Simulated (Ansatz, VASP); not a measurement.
One calculation of CdSb2C, two programs

```
Cd Sb C
1.0
    -3.13246    3.13246    5.24935
     3.13246   -3.13246    5.24935
     3.13246    3.13246   -5.24935
Cd Sb C
2 4 2
Direct
  0.00000 0.00000 0.00000
  0.75000 0.25000 0.50000
  0.37500 0.45248 0.57748
  0.20248 0.62500 0.07748
  0.87500 0.79752 0.42252
  0.54752 0.12500 0.92252
  0.50000 0.50000 0.00000
  0.25000 0.75000 0.50000
```

Alike in both runs: task single point; functional PBE; k mesh 6 × 6 × 6; occupations fermi-dirac, width 0.02 eV; no spin polarisation.

|  | VASP | Ansatz |
| --- | --- | --- |
| version | VASP 6.6.1 | Ansatz 0.2.0 |
| potentials or method | VASP PAW PBE potentials, release 64 (Cd, Sb, C) | plane waves, PAW |
| plane-wave cutoff (eV) | 520 | 420 |
| valence electrons in the cell | 52 | 108 |

Ansatz gave:

* pressure (GPa): -3.1
* rms of the force components (eV/Å): 0.034

Problem. Estimate VASP's values.

Solution. Pressure (GPa): -3.0; rms of the force components (eV/Å): 0.029.

VASP's potentials hold 52 valence electrons a cell and Ansatz's 108, so a difference there can come from the potentials and not from the codes.

Spin-orbit coupling is off throughout.
